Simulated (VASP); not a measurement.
Input of a VASP 6.6.1 run:

INCAR

```
ALGO = Fast ; EDIFF = 1E-6
ENCUT = 520 ; GGA = PE
ISIF = 2 ; ISMEAR = 0
LASPH = True ; LCHARG = False
LREAL = Auto ; LWAVE = False
NBANDS = 146 ; NELM = 60
PREC = Accurate ; SIGMA = 0.1
```

The input KPOINTS:

```
Automatic mesh
0
Gamma
  4 4 4
  0.5 0.5 0.5
```

POSCAR

```
Ta16N15
1.0
   -4.4172695543     -4.4172695543      4.4172695543
    4.4172695543     -4.4172695543     -4.4172695543
    4.4172695543      4.4172695543      4.4172695543
Ta N
16 15
Direct
    0.2500000000      0.7683568149      0.5183568149
    0.0183568149      0.7683568149      0.7500000000
    0.5000000000      0.5000000000      0.5000000000
    0.2500000000      0.5000000000      0.7500000000
    0.0000000000      0.5000000000      0.0000000000
    0.7500000000      0.7500000000      0.0000000000
    0.5000000000      0.7500000000      0.2500000000
    0.0183568149      0.0000000000      0.5183568149
    0.7500000000      0.2500000000      0.5000000000
    0.4816431851      0.2316431851      0.7500000000
    0.2500000000      0.2316431851     -0.0183568149
    0.0000000000      0.2500000000      0.2500000000
    0.7500000000      0.5000000000      0.2500000000
    0.7500000000      0.0000000000      0.7500000000
    0.4816431851      0.0000000000     -0.0183568149
    0.2500000000      0.0000000000      0.2500000000
    0.0007369157      0.0000000000     -0.0007369157
    0.4992630843      0.7507369157      0.7500000000
    0.2500000000      0.7507369157     -0.0007369157
    0.0007369157      0.7507369157      0.2514738314
    0.7500000000      0.0000000000      0.2500000000
    0.4992630843      0.0000000000      0.5007369157
    0.0007369157      0.2492630843      0.7500000000
    0.7500000000      0.5000000000      0.7500000000
    0.4992630843      0.4985261686     -0.0007369157
    0.2500000000      0.5000000000      0.2500000000
    0.0007369157      0.5014738314      0.5007369157
    0.7514738314      0.7507369157      0.5007369157
    0.7485261686      0.2492630843     -0.0007369157
    0.4992630843      0.2492630843      0.2485261686
    0.2500000000      0.2492630843      0.5007369157
```

Potentials or basis: VASP PAW PBE potentials, release 64 (Ta_pv, N).

Run with:

```sh
$ cat potpaw_PBE.64/Ta_pv/POTCAR potpaw_PBE.64/N/POTCAR > POTCAR
$ mpirun -np 1 vasp_std > vasp.out
```

Task: Estimate the band gap on the k mesh.

Result: Zero (an odd number of electrons rules out a gap without spin polarisation).

Task: Predict the largest force.

Result: 0.029 eV/Å.

Task: Estimate the pressure.

Result: -1.1 GPa.

Forces in eV/Å, atoms in the order of the input:
```
Ta   0.029  0.000  0.000
Ta   0.000 -0.029  0.000
Ta   0.000  0.000  0.000
Ta   0.000  0.000  0.000
Ta   0.000  0.000  0.000
Ta   0.000  0.000  0.000
Ta   0.000  0.000  0.000
Ta   0.000  0.000  0.029
Ta   0.000  0.000  0.000
Ta   0.000  0.029  0.000
Ta  -0.029  0.000  0.000
Ta   0.000  0.000  0.000
Ta   0.000  0.000  0.000
Ta   0.000  0.000  0.000
Ta   0.000  0.000 -0.029
Ta   0.000  0.000  0.000
N    0.012  0.012  0.000
N   -0.012  0.000  0.012
N    0.000  0.012  0.012
N   -0.012  0.000 -0.012
N    0.000  0.000  0.000
N   -0.012 -0.012  0.000
N    0.012  0.000 -0.012
N    0.000  0.000  0.000
N    0.012 -0.012  0.000
N    0.000  0.000  0.000
N   -0.012  0.012  0.000
N    0.000  0.012 -0.012
N    0.000 -0.012  0.012
N    0.012  0.000  0.012
N    0.000 -0.012 -0.012
```

Caveat: the cell differs from its parent crystal (atoms taken out, then relaxed in part); spin-orbit coupling is left out, which moves the levels of the heavy elements; an odd number of electrons without spin polarisation forces a metal; a magnetic or distorted state may lie lower.
